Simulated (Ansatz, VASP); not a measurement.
# Two plane-wave programs on Al

```
Al
1.0
    -1.54348    1.54348    1.59122
     1.54348   -1.54348    1.59122
     1.54348    1.54348   -1.59122
Al
1
Direct
  0.00000 0.00000 0.00000
```

Change from the starting cell: strain -0.030 along x and y, +0.000 along z, atoms carried along.

Alike in both runs: task single point; functional r2SCAN; k mesh 20 × 20 × 20; occupations gaussian, width 0.15 eV; no spin polarisation.

```csv
,VASP,Ansatz
version,VASP 6.6.1,Ansatz 0.2.0
potentials or method,"VASP PAW PBE potentials, release 64 (Al), cutoff 520 eV","scalar-relativistic, plane waves, PAW"
valence electrons in the cell,3,3
```

```tsv
	VASP	Ansatz	Ansatz less VASP
gap on the k mesh at the Fermi level (eV)	none	none	-
pressure (GPa)	5.9	6.3	+0.37
traceless stress, the component that is largest in VASP (GPa)	1.31	1.31	0.000
```

VASP's potentials were made for PBE, not for r2SCAN. A gap of «none» marks a metal or a gap that the smearing closes.
